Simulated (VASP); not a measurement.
Ge, 4 atoms in the cell. Symmetry: P6_3/mmc, No. 194, hexagonal system. Conventional cell: a = 3.818 Å, b = 3.818 Å, c = 6.306 Å, α = 90.00°, β = 90.00°, γ = 120.00°. Ge (site symmetry 3m) has 4 Ge at 2.34 to 2.35 Å within 3.1 Å. 

```yaml
Program: VASP 6.6.1
Task: single point
Functional: LDA
Potentials_or_basis: VASP PAW LDA potentials, release 64 (Ge_d)
Cutoff: 520 eV
k_mesh: 7 × 7 × 4
Occupations: fermi-dirac, width 0.1 eV
Spin: no spin polarisation
Dipole_correction: no
Further_INCAR_settings: ALGO = Normal; EDIFF = 1e-06; NBANDS = 36
```

Potentials or basis: VASP PAW LDA potentials, release 64 (Ge_d).

Run with:

```sh
$ cat potpaw_LDA.64/Ge_d/POTCAR > POTCAR
$ mpirun -np 1 vasp_std > vasp.out
```

Hardware: 1 thread of Intel(R) Xeon(R) 6975P-C (Granite Rapids) (shared host).

**Question.** Estimate the wall time of this run.

**Answer.** It took 24 s on 1 thread of Intel(R) Xeon(R) 6975P-C (Granite Rapids), with other jobs on the host, peak memory 0.18 GiB. Counts: scf iterations 12, k points 24.
